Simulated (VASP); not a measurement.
CoO: relaxation of cell and atoms with PBE

The system is CoO.

```
Co O
1.0
    -1.50800    1.50800    2.10725
     1.50800   -1.50800    2.10725
     1.50800    1.50800   -2.10725
Co O
1 1
Direct
  0.00000 0.00000 0.00000
  0.50000 0.50000 0.00000
```

```yaml
Program: VASP 6.6.1
Task: relaxation of cell and atoms
Functional: PBE
Potentials_or_basis: VASP PAW PBE potentials, release 64 (Co, O)
Cutoff: 600 eV
k_mesh: 12 × 12 × 12
Occupations: fermi-dirac, width 0.05 eV
Spin: collinear spin, ferromagnetic start
Starting_moments: "[2.0, 0.0] μB"
Dipole_correction: no
Further_INCAR_settings: ALGO = Normal; EDIFF = 1e-06; IBRION = 2; EDIFFG = -0.01; NSW = 60; ISIF = 3
```

```
Relaxed volume                                        : 9.54 Å³/atom
Relaxed cell                                          : a = 2.993 Å, b = 2.993 Å, c = 2.993 Å, α = 119.61°, β = 119.61°, γ = 90.67°
Space group after relaxing (to 0.05 Å)                : I4/mmm (No. 139)
Energy gained by relaxing                             : 0.1 meV/atom
Ionic steps                                           : 3
Pressure after relaxing                               : 0.0 GPa
Net moment                                            : 2.87 μB per cell
Site moments                                          : Co +2.53; O +0.29 μB
Valence electrons inside the program's atomic spheres : Co 7.82; O 4.98
```

Stress tensor (GPa, compression positive):
```
-0.08  0.00  0.00
 0.00 -0.08  0.00
 0.00  0.00  0.12
```

The path:
| step | energy change (eV) | largest force (eV/Å) | pressure (GPa) | volume (Å³) |
| --- | --- | --- | --- | --- |
| 1 | 0.0000 | 0.0000 | -0.79 | 19.17 |
| 2 | -0.0002 | 0.0000 | 0.37 | 19.04 |
| 3 | -0.0002 | 0.0000 | -0.02 | 19.07 |

Final structure:
```cif
data_structure
_symmetry_space_group_name_H-M 'P 1'
_symmetry_Int_Tables_number 1
_cell_length_a 2.9933
_cell_length_b 2.9933
_cell_length_c 2.9933
_cell_angle_alpha 119.614
_cell_angle_beta 119.614
_cell_angle_gamma 90.670
_cell_volume 19.07
loop_
_atom_site_label
_atom_site_type_symbol
_atom_site_fract_x
_atom_site_fract_y
_atom_site_fract_z
_atom_site_occupancy
Co1 Co 0.00000 0.00000 0.00000 1
O1 O 0.50000 0.50000 0.00000 1
```

Levels at points of the mesh, in eV from the Fermi level:
Spin up:
```
           k point  band 5  band 6  band 7  band 8  band 9  band 10  band 11  band 12
(0.00, 0.00, 0.00)   -3.16   -3.16   -3.11   -3.11   -2.98     1.08    16.91    18.23
(0.50, 0.00, 0.00)   -2.35   -2.31   -1.77    0.11    0.19     5.11     9.47    13.40
(0.50, 0.50, 0.00)   -3.97   -2.91   -2.37   -2.05   -1.99     5.97     9.86    11.80
(0.50, 0.50, 0.50)   -3.89   -2.88   -2.37   -2.06   -2.06     5.97    10.01    11.67
```
Spin down:
```tsv
k point	band 2	band 3	band 4	band 5	band 6	band 7	band 8	band 9	band 10	band 11
(0.00, 0.00, 0.00)	-2.66	-2.61	-2.61	-1.14	-1.14	-1.10	0.03	0.07	1.61	16.82
(0.50, 0.00, 0.00)	-7.69	-4.73	-4.69	-0.15	-0.11	0.18	2.71	2.75	5.39	10.24
(0.50, 0.50, 0.00)	-6.49	-3.93	-3.83	-2.26	0.10	0.14	0.51	1.02	6.81	10.32
(0.50, 0.50, 0.50)	-6.47	-3.91	-3.91	-2.28	0.13	0.13	0.57	0.99	6.81	10.45
```

It took 2.5 min on 1 thread of Intel(R) Xeon(R) Platinum 8259CL CPU @ 2.50GHz (Skylake/Cascade Lake), on a shared host, peak memory 0.21 GiB.

Caveat: a cell with one magnetic atom can't hold antiferromagnetic order, which such compounds often take; semilocal functionals often make such compounds metallic where correlation or magnetic order opens a gap, which also shifts bond lengths. With open d or f shells a metallic result of PBE can be an artefact of self-interaction; +U or a hybrid may open a gap.
